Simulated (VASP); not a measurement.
Input of a VASP 6.6.1 run:

INCAR

```
SYSTEM = Fe
ALGO     = Normal         ! electronic algorithm
EDIFF    = 1E-6           ! SCF threshold, eV
ENCUT    = 600            ! plane-wave cutoff, eV
GGA      = PE             ! functional
GGA_COMPAT= .FALSE.      
ISIF     = 2              ! what is computed and relaxed
ISMEAR   = -1             ! smearing method
ISPIN    = 2              ! spin polarisation
LASPH    = .TRUE.         ! aspherical terms in the spheres
LCHARG   = .FALSE.        ! write CHGCAR
LMAXMIX  = 4              ! l up to which the mixer works
LORBIT   = 11             ! projections on sites
LREAL    = .FALSE.        ! projectors in reciprocal space
LWAVE    = .FALSE.        ! write WAVECAR
MAGMOM   = 2.5 2.5        ! initial moments
NBANDS   = 19             ! bands
NELM     = 200            ! most SCF steps
PREC     = Accurate       ! precision mode
SIGMA    = 0.15           ! smearing width, eV
```

KPOINTS

```
k-points
0
G
  4 4 4
  0 0 0
```

Contents of POSCAR:

```
Fe
1.0
    2.8200000000      0.0000000000      0.0000000000
    0.0000000000      2.8200000000      0.0000000000
    0.0000000000      0.0000000000      2.8200000000
Fe
2
Direct
    0.0000000000      0.0000000000      0.0000000000
    0.4702367069      0.4702367069      0.4702367069
```

Potentials or basis: VASP PAW PBE potentials, release 64 (Fe).

The run is started by

```console
$ cat potpaw_PBE.64/Fe/POTCAR > POTCAR
$ mpirun -np 1 vasp_std > vasp.out
```

Predict the largest force.

1.095 eV/Å.

Predict the net moment.

4.04 μB per cell.

Forces in eV/Å, atoms in the order of the input:
```
Fe  -0.632 -0.632 -0.632
Fe   0.632  0.632  0.632
```

Caveat: the k points lie up to 0.56 Å⁻¹ apart; forces of over 1 eV/Å act on the atoms, so gaps and moduli don't describe the material at rest.
